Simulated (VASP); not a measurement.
# C (P6_3/mmc) in VASP: further runs

Runs on C. Level: PBE. Tasks: single point, relaxation of cell and atoms.

All numbers are computed with VASP 6.6.1; they aren't measurements. Logs are shortened: lines on timing, memory, paths and dates and some standing lists are left out, and cuts for length are marked.

## Step 1: The cell of the first run

It takes space group P6_3/mmc (No. 194, hexagonal). The conventional cell has a = 2.467 Å, b = 2.467 Å, c = 8.527 Å, α = 90.00°, β = 90.00°, γ = 120.00°. Within 1.9 Å of C (site symmetry -6m2) lie 3 C at 1.42 Å. Within 1.9 Å of C (site symmetry -6m2) lie 3 C at 1.42 Å.

## Step 2: Single point, PBE

INCAR reads:

```
SYSTEM = C
  ALGO = Normal
  EDIFF = 1E-7
  ENCUT = 520
  GGA = PE
  ISIF = 2
  ISMEAR = 1
  LASPH = .True.
  LCHARG = .False.
  LREAL = .False.
  LWAVE = .False.
  NBANDS = 16
  NELM = 60
  PREC = Accurate
  SIGMA = 0.6
```

KPOINTS reads:

```
k-points
0
Gamma
  15 15 4
  0 0 0
```

POSCAR reads:

```
C
1.0
    2.4665665061      0.0000000000      0.0000000000
   -1.2332832531      2.1361092544      0.0000000000
    0.0000000000      0.0000000000      8.5267424969
C
4
Direct
    1.0000000000      1.0000000000      0.2500000000
    0.0000000000      0.0000000000      0.7500000000
    0.3333333333      0.6666666667      0.2500000000
    0.6666666667      0.3333333333      0.7500000000
```

Potentials or basis: VASP PAW PBE potentials, release 64 (C).

Run with:

```
$ cat potpaw_PBE.64/C/POTCAR > POTCAR
$ mpirun -np 1 vasp_std > vasp.out
```

OUTCAR:

```text
SYSTEM = C
   EDIFF = 1E-7
   ENCUT = 520
   GGA = PE
   ISIF = 2
   ISMEAR = 1
   LASPH = .True.
   LREAL = .False.
   NELM = 60
   PREC = Accurate

 ion  position               nearest neighbor table
   1  0.000  0.000  0.250-   3 1.42   3 1.42   3 1.42
   2  0.000  0.000  0.750-   4 1.42   4 1.42   4 1.42
   3  0.333  0.667  0.250-   1 1.42   1 1.42   1 1.42
   4  0.667  0.333  0.750-   2 1.42   2 1.42   2 1.42

  LATTYP: Found a hexagonal cell.
 ALAT       =     2.4665665061
 C/A-ratio  =     3.4569278695

  Lattice vectors:

 A1 = (   2.4665665061,   0.0000000000,   0.0000000000)
 A2 = (  -1.2332832531,   2.1361092544,   0.0000000000)
 A3 = (   0.0000000000,   0.0000000000,   8.5267424969)

Analysis of symmetry for initial positions (statically):
=====================================================================
 Subroutine PRICEL returns:
 Original cell was already a primitive cell.

 Routine SETGRP: Setting up the symmetry group for a
 hexagonal supercell.

 Subroutine GETGRP returns: Found 24 space group operations
 (whereof 12 operations were pure point group operations)
 out of a pool of 24 trial point group operations.

The static configuration has the point symmetry D_3d.
 The point group associated with its full space group is D_6h.

Analysis of symmetry for dynamics (positions and initial velocities):
=====================================================================
 Subroutine PRICEL returns:
 Original cell was already a primitive cell.

 Routine SETGRP: Setting up the symmetry group for a
 hexagonal supercell.

 Subroutine GETGRP returns: Found 24 space group operations
 (whereof 12 operations were pure point group operations)
 out of a pool of 24 trial point group operations.

The dynamic configuration has the point symmetry D_3d.
 The point group associated with its full space group is D_6h.

 Subroutine INISYM returns: Found 24 space group operations
 (whereof 12 operations are pure point group operations),
 and found     1 'primitive' translations

----------------------------------------------------------------------------------------

                                     Primitive cell

  volume of cell :      44.9262

  direct lattice vectors                    reciprocal lattice vectors
     2.466566506  0.000000000  0.000000000     0.405421868  0.234070425  0.000000000
    -1.233283253  2.136109254  0.000000000     0.000000000  0.468140849  0.000000000
     0.000000000  0.000000000  8.526742497     0.000000000  0.000000000  0.117278081

  length of vectors
     2.466566506  2.466566506  8.526742497     0.468140849  0.468140849  0.117278081

  position of ions in fractional coordinates (direct lattice)
     0.000000000  0.000000000  0.250000000
     0.000000000  0.000000000  0.750000000
     0.333333333  0.666666667  0.250000000
     0.666666667  0.333333333  0.750000000

  ion indices of the primitive-cell ions
   primitive index   ion index
                 1           1
                 2           2
                 3           3
                 4           4

----------------------------------------------------------------------------------------

 KPOINTS: k-points

Automatic generation of k-mesh.
 Grid dimensions read from file:
 generate k-points for:   15   15    4

 Generating k-lattice:

  Cartesian coordinates                     Fractional coordinates (reciprocal lattice)
     0.027028125  0.015604695  0.000000000     0.066666667  0.000000000  0.000000000
     0.000000000  0.031209390  0.000000000     0.000000000  0.066666667  0.000000000
     0.000000000  0.000000000  0.029319520     0.000000000  0.000000000  0.250000000

  Length of vectors
     0.031209390  0.031209390  0.029319520

  Shift w.r.t. Gamma in fractional coordinates (k-lattice)
     0.000000000  0.000000000  0.000000000

 Subroutine IBZKPT returns following result:
 ===========================================

 Found     81 irreducible k-points:

 Following reciprocal coordinates:
            Coordinates               Weight
  0.000000  0.000000  0.000000      1.000000
  0.066667  0.000000  0.000000      6.000000
  0.133333  0.000000  0.000000      6.000000
  0.200000  0.000000  0.000000      6.000000
  0.266667  0.000000  0.000000      6.000000
  0.333333  0.000000  0.000000      6.000000
[... 16 lines left out ...]
  0.333333  0.200000  0.000000     12.000000
  0.400000  0.200000  0.000000      6.000000
 [... further k-points ...]
   k-points           NKPTS =     81   k-points in BZ     NKDIM =     81   number of bands    NBANDS=     16
   number of dos      NEDOS =    301   number of ions     NIONS =      4
   total plane-waves  NPLWV =  20736
   dimension x,y,z NGX =    18 NGY =   18 NGZ =   64
   dimension x,y,z NGXF=    36 NGYF=   36 NGZF=  128
   ions per type =               4
   NGX,Y,Z   is equivalent  to a cutoff of  12.13, 12.13, 12.48 a.u.
   NGXF,Y,Z  is equivalent  to a cutoff of  24.26, 24.26, 24.96 a.u.
 SYSTEM =  C
   PREC   = accura    normal or accurate (medium, high low for compatibility)
   ISTART =      0    job   : 0-new  1-cont  2-samecut
   ICHARG =      2    charge: 1-file 2-atom 10-const
   ISPIN  =      1    spin polarized calculation?
   LNONCOLLINEAR =      F non collinear calculations
   LSORBIT =      F    spin-orbit coupling
   LASPH  =      T    aspherical Exc in radial PAW
   ENCUT  =  520.0 eV  38.22 Ry    6.18 a.u.   4.59  4.59 15.85*2*pi/ulx,y,z
   NELM   =     60;   NELMIN=  2; NELMDL= -5     # of ELM steps
   EDIFF  = 0.1E-06   stopping-criterion for ELM
   LREAL  =      F    real-space projection
   EDIFFG = 0.1E-05   stopping-criterion for IOM
   NSW    =      0    number of steps for IOM
   IBRION =     -1    ionic relax: 0-MD 1-quasi-New 2-CG
   NFREE  =      0    steps in history (QN), initial steepest desc. (CG)
   ISIF   =      2    stress and relaxation
   ISYM   =      2    0-nonsym 1-usesym 2-fastsym
   POTIM  = 0.5000    time-step for ionic-motion
   TEBEG  =    0.0;   TEEND  =   0.0 temperature during run
   PSTRESS=    0.0 pullay stress
   NELECT =      16.0000    total number of electrons
   NUPDOWN=      -1.0000    fix difference up-down
   EMIN   =  10.00;   EMAX   =-10.00  energy-range for DOS
   EFERMI =   0.00;   METHOD = LEGACY
   ISMEAR =     1;   SIGMA  =   0.60  broadening in eV -4-tet -1-fermi 0-gaus
   EFERMI_NEDOS =   21; number of points for ismear=-14 and -15
   IALGO  =     38    algorithm
   IMIX   =      4    mixing-type and parameters
     AMIX     =   0.40;   BMIX     =  1.00
     AMIX_MAG =   1.60;   BMIX_MAG =  1.00
  volume/ion in A,a.u.               =      11.23        75.79
  Fermi-wavevector in a.u.,A,eV,Ry     =   1.160419  2.192875 18.321243  1.346573
  Thomas-Fermi vector in A             =   2.297002
   LORBIT       =      0    0 simple, 1 ext, 2 COOP (PROOUT), +10 PAW based schemes
   GGA     = PE    functional components
   LHFCALC =     F    Hartree Fock is set to
   AEXX    =    0.0000 exact exchange contribution
   IVDW    =     0    specifies the selected vdW correction
   LEPSILON=     F    determine dielectric tensor
   LRPA    =     F    only Hartree local field effects (RPA)
 non-spin polarized calculation
 Methfessel and Paxton  Order N= 1 SIGMA  =   0.60
  energy-cutoff  :      520.00
  volume of cell :       44.93
 maximum number of plane-waves:      1232
   NGX =  9   NGY =  9   NGZ = 31

 number of electron      15.9999993 magnetization

 Free energy of the ion-electron system (eV)
  ---------------------------------------------------
  ext. energy  EPLUGINS =         0.00000000
  ---------------------------------------------------
  free energy    TOTEN  =       -36.90422384 eV

  energy without entropy =      -36.90786095  energy(sigma->0) =      -36.90543621

 E-fermi :   2.8065     XC(G=0):  -8.7220

 val. band max:        2.7928369156   @ k =   0.3333   0.3333   0.5000
 cond. band min:       2.8862996998   @ k =   0.3333   0.3333   0.2500
 fundamental gap:      0.0934627842
 Fermi energy:         2.8065493519

 k-point     1 :       0.0000    0.0000    0.0000
  band No.  band energies     occupation
      1     -16.7397      2.00000
      2     -16.7039      2.00000
      3      -5.0539      2.00000
      4      -4.5714      2.00000
      5      -0.2517      2.00000
      6      -0.2517      2.00000
[... 8 lines left out ...]
     15      13.2208     -0.00000
     16      14.1985     -0.00000

 k-point     2 :       0.0667    0.0000    0.0000
  band No.  band energies     occupation
      1     -16.6347      2.00000
      2     -16.5990      2.00000
      3      -4.9273      2.00000
      4      -4.4475      2.00000
      5      -0.6763      2.00000
      6      -0.6744      2.00000
[... 8 lines left out ...]
     15      13.3612     -0.00000
     16      13.8322     -0.00000

 k-point     3 :       0.1333    0.0000    0.0000
  band No.  band energies     occupation
      1     -16.3200      2.00000
      2     -16.2853      2.00000
      3      -4.5495      2.00000
      4      -4.0781      2.00000
      5      -1.8042      2.00000
      6      -1.8003      2.00000
[... 8 lines left out ...]
     15      12.8109     -0.00000
     16      12.8608     -0.00000

 k-point     4 :       0.2000    0.0000    0.0000
  band No.  band energies     occupation
      1     -15.7980      2.00000
      2     -15.7648      2.00000
      3      -3.9272      2.00000
      4      -3.4704      2.00000
      5      -3.3511      2.00000
      6      -3.3446      2.00000
[... 8 lines left out ...]
     15      14.3781     -0.00000
     16      14.5848     -0.00000

 k-point     5 :       0.2667    0.0000    0.0000
  band No.  band energies     occupation
      1     -15.0730      2.00000
      2     -15.0420      2.00000
      3      -5.0821      2.00000
      4      -5.0727      2.00000
      5      -3.0746      2.00000
      6      -2.6407      2.00000
[... 8 lines left out ...]
     15      15.2091      0.00000
     16      16.7288      0.00000

 k-point     6 :       0.3333    0.0000    0.0000
  band No.  band energies     occupation
      1     -14.1528      2.00000
      2     -14.1242      2.00000
      3      -6.8458      2.00000
      4      -6.8330      2.00000
      5      -2.9931      2.00000
      6      -2.9894      2.00000
[... 8 lines left out ...]
     15      16.2371      0.00000
     16      17.9722      0.00000

 k-point     7 :       0.4000    0.0000    0.0000
  band No.  band energies     occupation
      1     -13.0537      2.00000
      2     -13.0281      2.00000
      3      -8.5429      2.00000
      4      -8.5271      2.00000
      5      -3.3947      2.00000
      6      -3.3908      2.00000
[... 8 lines left out ...]
     15      16.4306      0.00000
     16      17.4549      0.00000

 k-point     8 :       0.4667    0.0000    0.0000
  band No.  band energies     occupation
      1     -11.8536      2.00000
      2     -11.8333      2.00000
      3     -10.0495      2.00000
      4     -10.0329      2.00000
      5      -3.6012      2.00000
      6      -3.5974      2.00000
[... 8 lines left out ...]
     15      14.9778      0.00000
     16      16.5400      0.00000

 k-point     9 :       0.0667    0.0667    0.0000
  band No.  band energies     occupation
      1     -16.4248      2.00000
      2     -16.3897      2.00000
      3      -4.6751      2.00000
      4      -4.2008      2.00000
      5      -1.4004      2.00000
      6      -1.3984      2.00000
[... 8 lines left out ...]
     15      13.1443     -0.00000
     16      13.1819     -0.00000
[... 172 lines left out ...]
 k-point    19 :       0.3333    0.1333    0.0000
  band No.  band energies     occupation
      1     -12.7612      2.00000
      2     -12.7364      2.00000
      3      -8.3391      2.00000
      4      -8.3244      2.00000
      5      -4.6210      2.00000
      6      -4.6141      2.00000
[... 8 lines left out ...]
     15      16.2846      0.00000
     16      16.4673      0.00000

 k-point    20 :       0.4000    0.1333    0.0000
  band No.  band energies     occupation
      1     -11.5763      2.00000
      2     -11.5567      2.00000
      3      -9.7994      2.00000
      4      -9.7838      2.00000
      5      -4.8425      2.00000
      6      -4.8354      2.00000
[... 8 lines left out ...]
     15      14.7344     -0.00000
     16      15.6538      0.00000

 k-point    21 :       0.2000    0.2000    0.0000
  band No.  band energies     occupation
      1     -13.9521      2.00000
      2     -13.9240      2.00000
      3      -6.1525      2.00000
      4      -6.1469      2.00000
      5      -4.6731      2.00000
      6      -4.6688      2.00000
[... 8 lines left out ...]
     15      14.7364     -0.00000
     16      14.8018     -0.00000

 k-point    22 :       0.2667    0.2000    0.0000
  band No.  band energies     occupation
      1     -12.9566      2.00000
      2     -12.9312      2.00000
      3      -7.4352      2.00000
      4      -7.4252      2.00000
      5      -5.4922      2.00000
      6      -5.4853      2.00000
[... 8 lines left out ...]
     15      15.6309      0.00000
     16      16.0991      0.00000

 k-point    23 :       0.3333    0.2000    0.0000
  band No.  band energies     occupation
      1     -11.8128      2.00000
      2     -11.7909      2.00000
      3      -8.8586      2.00000
      4      -8.8444      2.00000
      5      -5.9194      2.00000
      6      -5.9106      2.00000
[... 8 lines left out ...]
     15      14.9909      0.00000
     16      15.6767      0.00000

 k-point    24 :       0.4000    0.2000    0.0000
  band No.  band energies     occupation
      1     -10.8824      2.00000
      2     -10.8716      2.00000
      3      -9.8891      2.00000
      4      -9.8816      2.00000
      5      -6.0524      2.00000
      6      -6.0430      2.00000
[... 8 lines left out ...]
     15      14.3026     -0.00000
     16      14.5586     -0.00000

 [... further k-points ...]
[... 5 lines left out ...]
  --------------------------------------------------------------------------------------
  -------------------------------------------------------------------------------------
  Total        0.1441292      0.1441292     -0.0039829     -0.0000000     -0.0000000      0.0000000
  in kB        5.1399993      5.1399993     -0.1420386     -0.0000000     -0.0000000      0.0000000
  external PRESSURE =       3.3793200 kB  Pullay stress =       0.0000000 kB

 VOLUME and BASIS-vectors are now :
 -----------------------------------------------------------------------------
  energy-cutoff  :      520.00
  volume of cell :       44.93
      direct lattice vectors                 reciprocal lattice vectors
     2.466566506  0.000000000  0.000000000     0.405421868  0.234070425  0.000000000
    -1.233283253  2.136109254  0.000000000     0.000000000  0.468140849  0.000000000
     0.000000000  0.000000000  8.526742497     0.000000000  0.000000000  0.117278081

 POSITION                                       TOTAL-FORCE (eV/Angst)
 -----------------------------------------------------------------------------------
      0.00000      0.00000      2.13169         0.000000      0.000000     -0.000000
      0.00000      0.00000      6.39506         0.000000     -0.000000      0.000000
     -0.00000      1.42407      2.13169         0.000000     -0.000000      0.000000
      1.23328      0.71204      6.39506        -0.000000      0.000000     -0.000000
 -----------------------------------------------------------------------------------
    total drift:                                0.000000     -0.000000      0.000000

  FREE ENERGIE OF THE ION-ELECTRON SYSTEM (eV)
  ---------------------------------------------------
  free  energy   TOTEN  =       -36.9042238444 eV

  energy  without entropy=      -36.9078609472  energy(sigma->0) =      -36.90543621
```

Run time: 74 s. Hardware: 1 thread of Intel Xeon 8259CL, shared host; peak memory 0.17 GiB.

What came out:

```yaml
Free_energy: -36.9042 eV
Pressure: 0.3 GPa
Band_gap_on_the_k_mesh: zero (filled and empty bands touch)
```

Levels at points of the mesh, in eV from the Fermi level:
```
           k point  band 5  band 6  band 7  band 8  band 9  band 10  band 11  band 12
(0.00, 0.00, 0.00)   -3.06   -3.06   -3.06   -3.06    3.07     6.38     8.29     8.29
(0.00, 0.00, 0.50)   -3.06   -3.06   -3.06   -3.06    4.34     4.34     8.29     8.29
```

Caveat: this functional lacks dispersion, which binds the layers, so the pressure and a relaxed spacing across them are unreliable.

(Continued in part 2 of 3.)
